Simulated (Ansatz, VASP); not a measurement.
Zr3N2: VASP beside Ansatz

```
CELL_PARAMETERS angstrom
2.82512 1.63109 5.23597
-2.82512 1.63109 5.23597
0.00000 -3.26217 5.23597
ATOMIC_POSITIONS crystal
Zr 0.42480 0.07520 0.75000
Zr 0.07520 0.75000 0.42480
Zr 0.75000 0.42480 0.07520
Zr 0.25000 0.57520 0.92480
Zr 0.92480 0.25000 0.57520
Zr 0.57520 0.92480 0.25000
N 0.33852 0.33852 0.33852
N 0.16148 0.16148 0.16148
N 0.83852 0.83852 0.83852
N 0.66148 0.66148 0.66148
```

Alike in both runs: task single point; functional PBEsol; k mesh 6 × 6 × 6; occupations gaussian, width 0.1 eV; no spin polarisation.

|  | VASP | Ansatz |
| --- | --- | --- |
| version | VASP 6.6.1 | Ansatz 0.2.0 |
| potentials or method | VASP PAW PBE potentials, release 64 (Zr_sv, N), cutoff 520 eV | scalar-relativistic, plane waves, PAW |
| valence electrons in the cell | 92 | 92 |

Ansatz gave:

- gap on the k mesh at the Fermi level (eV): none
- pressure (GPa): -5.4
- traceless stress, the component that is largest in VASP (GPa): 0.29
- rms of the force components (eV/Å): 0.049

Question: Which values does VASP return?

Answer: gap on the k mesh at the Fermi level (eV): none; pressure (GPa): -5.1; traceless stress, the component that is largest in VASP (GPa): 0.28; rms of the force components (eV/Å): 0.046.

VASP's potentials were made for PBE, not for PBEsol. Atom by atom the forces differ by 0.003 eV/Å (rms over components). A gap of «none» marks a metal or a gap that the smearing closes.
